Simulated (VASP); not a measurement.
# KBaI3 in VASP: a series of runs

Aim: see how the results for KBaI3 move with the level of theory and the settings. Levels: r2SCAN, PBE. Tasks: single point.

Program: VASP 6.6.1. These are calculated values, not measurements. Logs are shortened: lines on timing, memory, paths and dates and some standing lists are left out, and cuts for length are marked.

## 1. The cell of the first run

The structure is cubic, space group Pm-3m (No. 221). Conventional cell: a = 6.585 Å, b = 6.585 Å, c = 6.585 Å, α = 90.00°, β = 90.00°, γ = 90.00°. Within 4.3 Å of Ba (site symmetry m-3m) lie 6 I at 3.29 Å. Within 4.3 Å of I (site symmetry 4/mmm) lie 2 Ba at 3.29 Å.

## 2. Single point, r2SCAN (strain -2.0%)

POSCAR

```
KBaI3
1.0
    6.5848066391      0.0000000000      0.0000000000
    0.0000000000      6.5848066391      0.0000000000
    0.0000000000      0.0000000000      6.5848066391
K Ba I
1 1 3
Direct
    0.0000000000      0.0000000000      0.0000000000
    0.5000000000      0.5000000000      0.5000000000
    0.5000000000      0.5000000000      0.0000000000
    0.5000000000      0.0000000000      0.5000000000
    0.0000000000      0.5000000000      0.5000000000
```

INCAR.step1

```
SYSTEM = KBaI3
PREC = Accurate
ENCUT = 550
ISMEAR = 0
SIGMA = 0.01
LREAL = .FALSE.
LASPH = .TRUE.
NELM = 120
NBANDS = 28
GGA = PE
ALGO = Normal
EDIFF = 1E-5
LWAVE = .TRUE.
LCHARG = .FALSE.
GGA_COMPAT = .FALSE.
```

INCAR.step2

```
SYSTEM = KBaI3
PREC = Accurate
ENCUT = 550
EDIFF = 1E-6
ISMEAR = 0
SIGMA = 0.01
LREAL = .FALSE.
LASPH = .TRUE.
NELM = 120
ALGO = Normal
ISIF = 2
LWAVE = .FALSE.
LCHARG = .FALSE.
METAGGA = R2SCAN
LMIXTAU = .TRUE.
NBANDS = 28
ISTART = 1
GGA_COMPAT = .FALSE.
```

KPOINTS

```
Automatic mesh
0
G
  4 4 4
  0 0 0
```

Potentials or basis: VASP PAW PBE potentials, release 64 (K_sv, Ba_sv, I).

On the command line:

```bash
cat potpaw_PBE.64/K_sv/POTCAR potpaw_PBE.64/Ba_sv/POTCAR potpaw_PBE.64/I/POTCAR > POTCAR
cp INCAR.step1 INCAR
mpirun -np 1 vasp_std > vasp.out
cp INCAR.step2 INCAR
mpirun -np 1 vasp_std > vasp.out
```

OUTCAR:

```text
SYSTEM = KBaI3
   PREC = Accurate
   ENCUT = 550
   EDIFF = 1E-6
   ISMEAR = 0
   LREAL = .FALSE.
   LASPH = .TRUE.
   NELM = 120
   ISIF = 2
   METAGGA = R2SCAN
   ISTART = 1

 ion  position               nearest neighbor table
   1  0.000  0.000  0.000-
   2  0.500  0.500  0.500-   3 3.29   4 3.29   5 3.29   3 3.29   4 3.29   5 3.29
   3  0.500  0.500  0.000-   2 3.29   2 3.29
   4  0.500  0.000  0.500-   2 3.29   2 3.29
   5  0.000  0.500  0.500-   2 3.29   2 3.29

  LATTYP: Found a simple cubic cell.
 ALAT       =     6.5848066391

  Lattice vectors:

 A1 = (   6.5848066391,   0.0000000000,   0.0000000000)
 A2 = (   0.0000000000,   6.5848066391,   0.0000000000)
 A3 = (   0.0000000000,   0.0000000000,   6.5848066391)

Analysis of symmetry for initial positions (statically):
=====================================================================
 Subroutine PRICEL returns:
 Original cell was already a primitive cell.

 Routine SETGRP: Setting up the symmetry group for a
 simple cubic supercell.

 Subroutine GETGRP returns: Found 48 space group operations
 (whereof 48 operations were pure point group operations)
 out of a pool of 48 trial point group operations.

The static configuration has the point symmetry O_h .

Analysis of symmetry for dynamics (positions and initial velocities):
=====================================================================
 Subroutine PRICEL returns:
 Original cell was already a primitive cell.

 Routine SETGRP: Setting up the symmetry group for a
 simple cubic supercell.

 Subroutine GETGRP returns: Found 48 space group operations
 (whereof 48 operations were pure point group operations)
 out of a pool of 48 trial point group operations.

The dynamic configuration has the point symmetry O_h .

 Subroutine INISYM returns: Found 48 space group operations
 (whereof 48 operations are pure point group operations),
 and found     1 'primitive' translations

----------------------------------------------------------------------------------------

                                     Primitive cell

  volume of cell :     285.5151

  direct lattice vectors                    reciprocal lattice vectors
     6.584806639  0.000000000  0.000000000     0.151864748  0.000000000  0.000000000
     0.000000000  6.584806639  0.000000000     0.000000000  0.151864748  0.000000000
     0.000000000  0.000000000  6.584806639     0.000000000  0.000000000  0.151864748

  length of vectors
     6.584806639  6.584806639  6.584806639     0.151864748  0.151864748  0.151864748

  position of ions in fractional coordinates (direct lattice)
     0.000000000  0.000000000  0.000000000
     0.500000000  0.500000000  0.500000000
     0.500000000  0.500000000  0.000000000
     0.500000000  0.000000000  0.500000000
     0.000000000  0.500000000  0.500000000

  ion indices of the primitive-cell ions
   primitive index   ion index
                 1           1
                 2           2
                 3           3
                 4           4
                 5           5

----------------------------------------------------------------------------------------

 KPOINTS: Automatic mesh

Automatic generation of k-mesh.
 Grid dimensions read from file:
 generate k-points for:    4    4    4

 Generating k-lattice:

  Cartesian coordinates                     Fractional coordinates (reciprocal lattice)
     0.037966187  0.000000000  0.000000000     0.250000000  0.000000000  0.000000000
     0.000000000  0.037966187  0.000000000     0.000000000  0.250000000  0.000000000
     0.000000000  0.000000000  0.037966187     0.000000000  0.000000000  0.250000000

  Length of vectors
     0.037966187  0.037966187  0.037966187

  Shift w.r.t. Gamma in fractional coordinates (k-lattice)
     0.000000000  0.000000000  0.000000000

 Subroutine IBZKPT returns following result:
 ===========================================

 Found     10 irreducible k-points:

 Following reciprocal coordinates:
            Coordinates               Weight
  0.000000  0.000000  0.000000      1.000000
  0.250000  0.000000  0.000000      6.000000
  0.500000  0.000000  0.000000      3.000000
  0.250000  0.250000  0.000000     12.000000
  0.500000  0.250000  0.000000     12.000000
  0.500000  0.500000  0.000000      3.000000
  0.250000  0.250000  0.250000      8.000000
  0.500000  0.250000  0.250000     12.000000
  0.500000  0.500000  0.250000      6.000000
  0.500000  0.500000  0.500000      1.000000
   k-points           NKPTS =     10   k-points in BZ     NKDIM =     10   number of bands    NBANDS=     28
   number of dos      NEDOS =    301   number of ions     NIONS =      5
   total plane-waves  NPLWV = 125000
   dimension x,y,z NGX =    50 NGY =   50 NGZ =   50
   dimension x,y,z NGXF=   100 NGYF=  100 NGZF=  100
   ions per type =               1   1   3
   NGX,Y,Z   is equivalent  to a cutoff of  12.62, 12.62, 12.62 a.u.
   NGXF,Y,Z  is equivalent  to a cutoff of  25.25, 25.25, 25.25 a.u.
 SYSTEM =  KBaI3
   PREC   = accura    normal or accurate (medium, high low for compatibility)
   ISTART =      1    job   : 0-new  1-cont  2-samecut
   ICHARG =      0    charge: 1-file 2-atom 10-const
   ISPIN  =      1    spin polarized calculation?
   LNONCOLLINEAR =      F non collinear calculations
   LSORBIT =      F    spin-orbit coupling
   LASPH  =      T    aspherical Exc in radial PAW
   ENCUT  =  550.0 eV  40.42 Ry    6.36 a.u.  12.59 12.59 12.59*2*pi/ulx,y,z
   NELM   =    120;   NELMIN=  2; NELMDL=  0     # of ELM steps
   EDIFF  = 0.1E-05   stopping-criterion for ELM
   LREAL  =      F    real-space projection
   EDIFFG = 0.1E-04   stopping-criterion for IOM
   NSW    =      0    number of steps for IOM
   IBRION =     -1    ionic relax: 0-MD 1-quasi-New 2-CG
   NFREE  =      0    steps in history (QN), initial steepest desc. (CG)
   ISIF   =      2    stress and relaxation
   ISYM   =      2    0-nonsym 1-usesym 2-fastsym
   POTIM  = 0.5000    time-step for ionic-motion
   TEBEG  =    0.0;   TEEND  =   0.0 temperature during run
   PSTRESS=    0.0 pullay stress
   NELECT =      40.0000    total number of electrons
   NUPDOWN=      -1.0000    fix difference up-down
   EMIN   =  10.00;   EMAX   =-10.00  energy-range for DOS
   EFERMI =   0.00;   METHOD = LEGACY
   ISMEAR =     0;   SIGMA  =   0.01  broadening in eV -4-tet -1-fermi 0-gaus
   EFERMI_NEDOS =   21; number of points for ismear=-14 and -15
   IALGO  =     38    algorithm
   IMIX   =      4    mixing-type and parameters
     AMIX     =   0.40;   BMIX     =  1.00
     AMIX_MAG =   1.60;   BMIX_MAG =  1.00
  volume/ion in A,a.u.               =      57.10       385.35
  Fermi-wavevector in a.u.,A,eV,Ry     =   0.850260  1.606759  9.836226  0.722942
  Thomas-Fermi vector in A             =   1.966210
   LORBIT       =      0    0 simple, 1 ext, 2 COOP (PROOUT), +10 PAW based schemes
   METAGGA = R2SCAN    functional components
   LHFCALC =     F    Hartree Fock is set to
   AEXX    =    0.0000 exact exchange contribution
   IVDW    =     0    specifies the selected vdW correction
   LEPSILON=     F    determine dielectric tensor
   LRPA    =     F    only Hartree local field effects (RPA)
 non-spin polarized calculation
 Gauss-broadening in eV      SIGMA  =   0.01
  energy-cutoff  :      550.00
  volume of cell :      285.52
 maximum number of plane-waves:      8410
   NGX = 25   NGY = 25   NGZ = 25

 number of electron      39.9999993 magnetization

 Free energy of the ion-electron system (eV)
  ---------------------------------------------------
  ext. energy  EPLUGINS =         0.00000000
  ---------------------------------------------------
  free energy    TOTEN  =      -114.73252238 eV

  energy without entropy =     -114.73252238  energy(sigma->0) =     -114.73252238

 E-fermi :  -0.7236     XC(G=0):  -6.7983

 val. band max:       -0.8355580798   @ k =   0.5000   0.5000   0.5000
 cond. band min:       2.9403925249   @ k =   0.0000   0.0000   0.0000
 fundamental gap:      3.7759506047
 Fermi energy:        -0.7235850728

 k-point     1 :       0.0000    0.0000    0.0000
  band No.  band energies     occupation
      1     -32.2969      2.00000
      2     -27.5959      2.00000
      3     -14.9623      2.00000
      4     -14.9623      2.00000
      5     -14.9623      2.00000
      6     -12.5375      2.00000
[... 20 lines left out ...]
     27       5.2983      0.00000
     28       5.2983      0.00000

 k-point     2 :       0.2500    0.0000    0.0000
  band No.  band energies     occupation
      1     -32.2969      2.00000
      2     -27.5957      2.00000
      3     -14.9626      2.00000
      4     -14.9622      2.00000
      5     -14.9622      2.00000
      6     -12.8473      2.00000
[... 20 lines left out ...]
     27       5.4669      0.00000
     28       5.6545      0.00000

 k-point     3 :       0.5000    0.0000    0.0000
  band No.  band energies     occupation
      1     -32.2969      2.00000
      2     -27.5955      2.00000
      3     -14.9630      2.00000
      4     -14.9622      2.00000
      5     -14.9622      2.00000
      6     -13.0334      2.00000
[... 20 lines left out ...]
     27       5.7744      0.00000
     28       6.0409      0.00000

 k-point     4 :       0.2500    0.2500    0.0000
  band No.  band energies     occupation
      1     -32.2969      2.00000
      2     -27.5955      2.00000
      3     -14.9626      2.00000
      4     -14.9625      2.00000
      5     -14.9622      2.00000
      6     -12.8511      2.00000
[... 144 lines left out ...]
     27       6.0083      0.00000
     28       6.6031      0.00000

 k-point     9 :       0.5000    0.5000    0.2500
  band No.  band energies     occupation
      1     -32.2969      2.00000
      2     -27.5950      2.00000
      3     -14.9627      2.00000
      4     -14.9627      2.00000
      5     -14.9624      2.00000
      6     -13.0299      2.00000
[... 20 lines left out ...]
     27       5.8336      0.00000
     28       6.4338      0.00000

 k-point    10 :       0.5000    0.5000    0.5000
  band No.  band energies     occupation
      1     -32.2969      2.00000
      2     -27.5949      2.00000
      3     -14.9626      2.00000
      4     -14.9626      2.00000
      5     -14.9626      2.00000
      6     -13.0289      2.00000
[... 20 lines left out ...]
     27       5.8491      0.00000
     28       6.9124      0.00000

------------------------ aborting loop because EDIFF is reached ----------------------------------------

  FORCE on cell =-STRESS in cart. coord.  units (eV):
  Direction    XX          YY          ZZ          XY          YZ          ZX
  --------------------------------------------------------------------------------------
  -------------------------------------------------------------------------------------
  Total        1.8318207      1.8318207      1.8318207     -0.0000000      0.0000000     -0.0000000
  in kB       10.2793219     10.2793219     10.2793219     -0.0000000      0.0000000     -0.0000000
  external PRESSURE =      10.2793219 kB  Pullay stress =       0.0000000 kB

 VOLUME and BASIS-vectors are now :
 -----------------------------------------------------------------------------
  energy-cutoff  :      550.00
  volume of cell :      285.52
      direct lattice vectors                 reciprocal lattice vectors
     6.584806639  0.000000000  0.000000000     0.151864748  0.000000000  0.000000000
     0.000000000  6.584806639  0.000000000     0.000000000  0.151864748  0.000000000
     0.000000000  0.000000000  6.584806639     0.000000000  0.000000000  0.151864748

 POSITION                                       TOTAL-FORCE (eV/Angst)
 -----------------------------------------------------------------------------------
      0.00000      0.00000      0.00000         0.000000      0.000000      0.000000
      3.29240      3.29240      3.29240         0.000000      0.000000      0.000000
      3.29240      3.29240      0.00000         0.000000      0.000000      0.000000
      3.29240      0.00000      3.29240         0.000000      0.000000      0.000000
      0.00000      3.29240      3.29240         0.000000      0.000000      0.000000
 -----------------------------------------------------------------------------------
    total drift:                                0.000000     -0.000000      0.000000

  FREE ENERGIE OF THE ION-ELECTRON SYSTEM (eV)
  ---------------------------------------------------
  free  energy   TOTEN  =      -114.7325223824 eV

  energy  without entropy=     -114.7325223824  energy(sigma->0) =     -114.73252238
```

It took 4.7 min on 1 thread of AMD EPYC 7R43 (Zen 3), shared host; peak memory 0.39 GiB.

Results:

```
Free energy            : -114.7325 eV
Pressure               : 1.0 GPa
Band gap on the k mesh : 3.78 eV (least direct gap 3.92 eV)
```

Caveat: the cell differs from its parent crystal (strain -2.0%); the PAW data sets were made with another functional, which shifts forces and pressure a little; spin-orbit coupling is left out, which moves the levels of the heavy elements.

(Part 1 of 3 ends here.)
